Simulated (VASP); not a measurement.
# CuI2 (Fm-3m) in VASP: settings compared

The runs below take CuI2 through single point, with LDA+U, r2SCAN+U.

Everything below comes from runs of VASP 6.6.1. Logs are shortened: lines on timing, memory, paths and dates and some standing lists are left out, and cuts for length are marked.

## 1. The cell of the first run

It takes space group Fm-3m (No. 225, cubic). Conventional cell: a = 7.023 Å, b = 7.023 Å, c = 7.023 Å, α = 90.00°, β = 90.00°, γ = 90.00°. Within 4.0 Å of Cu (site symmetry m-3m) lie 8 I at 3.04 Å. Within 4.0 Å of I (site symmetry -43m) lie 4 Cu at 3.04 Å and 6 I at 3.51 Å.

## 2. Single point, LDA+U, collinear spin

Input file INCAR:

```
SYSTEM = CuI2
PREC     = Accurate       ! precision mode
ENCUT    = 520            ! plane-wave cutoff, eV
EDIFF    = 1E-6           ! SCF threshold, eV
ISMEAR   = 0              ! smearing method
SIGMA    = 0.05           ! smearing width, eV
LREAL    = .FALSE.        ! projectors in reciprocal space
LASPH    = .TRUE.         ! aspherical terms in the spheres
NELM     = 150            ! most SCF steps
ALGO     = Normal         ! electronic algorithm
ISIF     = 2              ! what is computed and relaxed
LWAVE    = .FALSE.        ! write WAVECAR
LCHARG   = .TRUE.         ! write CHGCAR
ISPIN    = 2              ! spin polarisation
MAGMOM   = 0.6 0 0        ! initial moments
LORBIT   = 11             ! projections on sites
LMAXMIX  = 4              ! l up to which the mixer works
LDAU     = .TRUE.         ! DFT+U
LDAUTYPE = 2            
LDAUL    = 2 -1           ! shell
LDAUU    = 3 0            ! U, eV
LDAUJ    = 0 0          
LDAUPRINT= 1            
LELF     = .TRUE.         ! ELF
LVHAR    = .TRUE.       
NBANDS   = 24             ! bands
```

Input file KPOINTS:

```
regular mesh
0
G
  5 5 5
  0 0 0
```

Input file POSCAR:

```
CuI2
1.0
    0.0000000000      3.5112550600      3.5112550600
    3.5112550600      0.0000000000      3.5112550600
    3.5112550600      3.5112550600      0.0000000000
Cu I
1 2
Direct
    0.0000000000      0.0000000000      0.0000000000
    0.2500000000      0.2500000000      0.2500000000
    0.7500000000      0.7500000000      0.7500000000
```

Potentials or basis: VASP PAW LDA potentials, release 64 (Cu, I).

On the command line:

```console
> cat potpaw_LDA.64/Cu/POTCAR potpaw_LDA.64/I/POTCAR > POTCAR
> mpirun -np 1 vasp_std > vasp.out
```

OUTCAR:

```text
SYSTEM = CuI2
   PREC = Accurate
   ENCUT = 520
   EDIFF = 1E-6
   ISMEAR = 0
   LREAL = .FALSE.
   LASPH = .TRUE.
   NELM = 150
   ISIF = 2
   ISPIN = 2
   LORBIT = 11

 ion  position               nearest neighbor table
   1  0.000  0.000  0.000-   3 3.04   3 3.04   3 3.04   2 3.04   3 3.04   2 3.04   2 3.04   2 3.04

   2  0.250  0.250  0.250-   1 3.04   1 3.04   1 3.04   1 3.04   3 3.51   3 3.51   3 3.51   3 3.51
                             3 3.51   3 3.51
   3  0.750  0.750  0.750-   1 3.04   1 3.04   1 3.04   1 3.04   2 3.51   2 3.51   2 3.51   2 3.51
                             2 3.51   2 3.51

  LATTYP: Found a face centered cubic cell.
 ALAT       =     7.0225101200

  Lattice vectors:

 A1 = (   0.0000000000,   3.5112550600,   3.5112550600)
 A2 = (   3.5112550600,   0.0000000000,   3.5112550600)
 A3 = (   3.5112550600,   3.5112550600,   0.0000000000)

Analysis of symmetry for initial positions (statically):
=====================================================================
 Subroutine PRICEL returns:
 Original cell was already a primitive cell.

 Routine SETGRP: Setting up the symmetry group for a
 face centered cubic supercell.

 Subroutine GETGRP returns: Found 48 space group operations
 (whereof 48 operations were pure point group operations)
 out of a pool of 48 trial point group operations.

The static configuration has the point symmetry O_h .

Analysis of symmetry for dynamics (positions and initial velocities):
=====================================================================
 Subroutine PRICEL returns:
 Original cell was already a primitive cell.

 Routine SETGRP: Setting up the symmetry group for a
 face centered cubic supercell.

 Subroutine GETGRP returns: Found 48 space group operations
 (whereof 48 operations were pure point group operations)
 out of a pool of 48 trial point group operations.

The dynamic configuration has the point symmetry O_h .

Analysis of structural, dynamic, and magnetic symmetry:
=====================================================================
 Subroutine PRICEL returns:
 Original cell was already a primitive cell.

 Routine SETGRP: Setting up the symmetry group for a
 face centered cubic supercell.

 Subroutine GETGRP returns: Found 48 space group operations
 (whereof 48 operations were pure point group operations)
 out of a pool of 48 trial point group operations.

The overall configuration has the point symmetry O_h .
[... 160 lines left out ...]
  o =  0.9458  v =  0.0000  0.0000  0.0000  0.0000  0.0000  0.0000 -0.9991 -0.0000 -0.0435 -0.0000      0.0000  0.0000  0.0000  0.0000  0.0000  0.0000  0.0000  0.0000  0.0000  0.0000
  o =  0.9458  v =  0.0000  0.0000  0.0000  0.0000  0.0000  1.0000  0.0000  0.0000  0.0000  0.0000      0.0000  0.0000  0.0000  0.0000  0.0000  0.0000  0.0000  0.0000  0.0000  0.0000
  o =  0.9458  v =  0.0000  0.0000  0.0000  0.0000  0.0000  0.0000 -0.0435  0.0000  0.9991 -0.0000      0.0000  0.0000  0.0000  0.0000  0.0000  0.0000  0.0000  0.0000  0.0000  0.0000

 number of electron      24.9999993 magnetization       0.0000947

 Free energy of the ion-electron system (eV)
  ---------------------------------------------------
  ext. energy  EPLUGINS =         0.00000000
  ---------------------------------------------------
  free energy    TOTEN  =        -6.71833599 eV

  energy without entropy =       -6.71265301  energy(sigma->0) =       -6.71549450

 E-fermi :   4.6869     XC(G=0):  -9.5629

 val. band max:        4.6709325627   @ k =  -0.4000   0.4000   0.2000
 cond. band min:       4.8553861267   @ k =   0.4000   0.4000   0.0000
 fundamental gap:      0.1844535640
 Fermi energy:         4.6869165880

 spin component 1

 k-point     1 :       0.0000    0.0000    0.0000
  band No.  band energies     occupation
      1      -9.1167      1.00000
      2      -6.7063      1.00000
      3       0.7066      1.00000
      4       0.7066      1.00000
      5       0.7066      1.00000
      6       2.3905      1.00000
[... 259 lines left out ...]
     23      16.3618      0.00000
     24      17.0520      0.00000
 Fermi energy:         4.6869165880

 spin component 2

 k-point     1 :       0.0000    0.0000    0.0000
  band No.  band energies     occupation
      1      -9.1167      1.00000
      2      -6.7062      1.00000
      3       0.7066      1.00000
      4       0.7066      1.00000
      5       0.7066      1.00000
      6       2.3905      1.00000
[... 259 lines left out ...]
     23      16.3618      0.00000
     24      17.0520      0.00000

------------------------ aborting loop because EDIFF is reached ----------------------------------------

  FORCE on cell =-STRESS in cart. coord.  units (eV):
  Direction    XX          YY          ZZ          XY          YZ          ZX
  --------------------------------------------------------------------------------------
  -------------------------------------------------------------------------------------
  Total       -1.0687480     -1.0687480     -1.0687480      0.0000000      0.0000000     -0.0000000
  in kB      -19.7773805    -19.7773805    -19.7773805      0.0000000      0.0000000     -0.0000000
  external PRESSURE =     -19.7773805 kB  Pullay stress =       0.0000000 kB

 VOLUME and BASIS-vectors are now :
 -----------------------------------------------------------------------------
  energy-cutoff  :      520.00
  volume of cell :       86.58
      direct lattice vectors                 reciprocal lattice vectors
     0.000000000  3.511255060  3.511255060    -0.142399225  0.142399225  0.142399225
     3.511255060  0.000000000  3.511255060     0.142399225 -0.142399225  0.142399225
     3.511255060  3.511255060  0.000000000     0.142399225  0.142399225 -0.142399225

 POSITION                                       TOTAL-FORCE (eV/Angst)
 -----------------------------------------------------------------------------------
      0.00000      0.00000      0.00000        -0.000000     -0.000000     -0.000000
      1.75563      1.75563      1.75563         0.000000     -0.000000      0.000000
      5.26688      5.26688      5.26688        -0.000000      0.000000     -0.000000
 -----------------------------------------------------------------------------------
    total drift:                               -0.000000      0.000000      0.000000

  FREE ENERGIE OF THE ION-ELECTRON SYSTEM (eV)
  ---------------------------------------------------
  free  energy   TOTEN  =        -6.7183359926 eV

  energy  without entropy=       -6.7126530111  energy(sigma->0) =       -6.71549450

 total charge

# of ion       s       p       d       tot
------------------------------------------
    1        0.231   0.153   9.424   9.809
    2        1.546   2.664   0.029   4.239
    3        1.546   2.664   0.029   4.239
--------------------------------------------------
tot          3.324   5.480   9.482  18.286

 magnetization (x)

# of ion       s       p       d       tot
------------------------------------------
    1       -0.000  -0.000   0.000  -0.000
    2        0.000   0.000   0.000   0.000
    3        0.000   0.000   0.000   0.000
--------------------------------------------------
tot          0.000   0.000   0.000   0.000
```

OSZICAR:

```text
N       E                     dE             d eps       ncg     rms          rms(c)
DAV:   1     0.169014851507E+03    0.16901E+03   -0.99164E+03   968   0.101E+03
DAV:   2     0.104702329382E+02   -0.15854E+03   -0.14645E+03  1056   0.243E+02
DAV:   3    -0.607485618575E+01   -0.16545E+02   -0.16140E+02  1256   0.780E+01
DAV:   4    -0.675498650685E+01   -0.68013E+00   -0.67934E+00  1272   0.144E+01
DAV:   5    -0.677398114060E+01   -0.18995E-01   -0.18994E-01  1392   0.262E+00    0.888E+00
DAV:   6    -0.686595615759E+01   -0.91975E-01   -0.25122E+00  1152   0.371E+01    0.560E+00
DAV:   7    -0.671811049191E+01    0.14785E+00   -0.80050E-01  1184   0.260E+01    0.344E+00
DAV:   8    -0.672023493711E+01   -0.21244E-02   -0.35670E-02  1312   0.109E+00    0.773E-01
DAV:   9    -0.671825255867E+01    0.19824E-02   -0.14051E-02  1216   0.321E+00    0.186E-01
DAV:  10    -0.671834787579E+01   -0.95317E-04   -0.15223E-03  1512   0.397E-01    0.593E-02
DAV:  11    -0.671833068104E+01    0.17195E-04   -0.97043E-05  1256   0.295E-01    0.279E-02
DAV:  12    -0.671833544695E+01   -0.47659E-05   -0.37150E-05  1424   0.527E-02    0.212E-02
DAV:  13    -0.671833599263E+01   -0.54568E-06   -0.83496E-07   880   0.208E-02
   1 F= -.67183360E+01 E0= -.67154945E+01  d E =-.568298E-02  mag=     0.0001
```

stdout:

```text
POSCAR found type information on POSCAR CuI
 POSCAR found :  2 types and       3 ions
 scaLAPACK will be used
 LDA part: xc-table for (Slater(with rela. corr.)+CA(PZ))
 , standard interpolation
 POSCAR, INCAR and KPOINTS ok, starting setup
 FFT: planning ... GRIDC
 FFT: planning ... GRID_SOFT
 FFT: planning ... GRID
 WAVECAR not read
 entering main loop
```

It took 92 s on 1 thread of Intel Xeon 8259CL, shared host; peak memory 0.22 GiB.

What came out:

* Free energy: -6.7183 eV
* Pressure: -2.0 GPa
* Net moment: 0.00 μB per cell
* Valence electrons inside the program's atomic spheres: Cu 9.81; I 4.24

Eigenvalues of the final occupation matrices:
```
    site  spin  trace               eigenvalues
site 1 d     1   4.72  0.94 0.94 0.95 0.95 0.95
site 1 d     2   4.72  0.94 0.94 0.95 0.95 0.95
```

Caveat: spin-orbit coupling is left out, which moves the levels of the heavy elements.

## 3. Single point, r2SCAN+U, collinear spin, zero start

POSCAR is that of step 2.

Input file INCAR.step1:

```
SYSTEM = CuI2
PREC = Accurate
ENCUT = 520
ISMEAR = 0
SIGMA = 0.05
LREAL = .False.
LASPH = .True.
NELM = 150
ISPIN = 2
MAGMOM = 0 0 0
LMAXMIX = 4
LDAU = .True.
LDAUTYPE = 2
LDAUL = 2 -1
LDAUU = 3 0
LDAUJ = 0 0
NBANDS = 24
GGA = PE
ALGO = Normal
EDIFF = 1E-4
LWAVE = .True.
LCHARG = .False.
```

Input file INCAR.step2:

```
SYSTEM = CuI2
PREC = Accurate
ENCUT = 520
EDIFF = 1E-6
ISMEAR = 0
SIGMA = 0.05
LREAL = .False.
LASPH = .True.
NELM = 150
ALGO = Normal
ISIF = 2
LWAVE = .False.
LCHARG = .False.
ISPIN = 2
MAGMOM = 0 0 0
LORBIT = 11
LMAXMIX = 4
LDAU = .True.
LDAUTYPE = 2
LDAUL = 2 -1
LDAUU = 3 0
LDAUJ = 0 0
LDAUPRINT = 1
METAGGA = R2SCAN
LMIXTAU = .True.
NBANDS = 24
ISTART = 1
```

Input file KPOINTS:

```
regular mesh
0
Gamma
  5 5 5
  0 0 0
```

Potentials or basis: VASP PAW PBE potentials, release 64 (Cu, I).

On the command line:

```console
> cat potpaw_PBE.64/Cu/POTCAR potpaw_PBE.64/I/POTCAR > POTCAR
> cp INCAR.step1 INCAR
> mpirun -np 1 vasp_std > vasp.out
> cp INCAR.step2 INCAR
> mpirun -np 1 vasp_std > vasp.out
```

Wall time 4.7 min (1 thread of Intel Xeon 8259CL, shared host); peak memory 0.31 GiB.

It converged, with:

```yaml
Free_energy: -58.0109 eV
Pressure: 2.4 GPa
Net_moment: 0.00 μB per cell
Valence_electrons_inside_the_program's_atomic_spheres: Cu 9.80; I 4.30
```

Levels at points of the mesh, in eV from the Fermi level:
Spin up:
```tsv
k point	band 11	band 12	band 13	band 14	band 15	band 16
(0.00, 0.00, 0.00)	-0.90	-0.90	-0.90	2.09	3.92	3.92
```
Spin down:
| k point | band 10 | band 11 | band 12 | band 13 | band 14 | band 15 | band 16 | band 17 |
| --- | --- | --- | --- | --- | --- | --- | --- | --- |
| (0.00, 0.00, 0.00) | -1.30 | -0.90 | -0.90 | -0.90 | 2.09 | 3.92 | 3.92 | 3.92 |

Eigenvalues of the final occupation matrices:
```
    site  spin  trace               eigenvalues
site 1 d     1   4.74  0.95 0.95 0.95 0.95 0.95
site 1 d     2   4.74  0.95 0.95 0.95 0.95 0.95
```

Caveat: the PAW data sets were made with another functional, which shifts forces and pressure a little; spin-orbit coupling is left out, which moves the levels of the heavy elements.
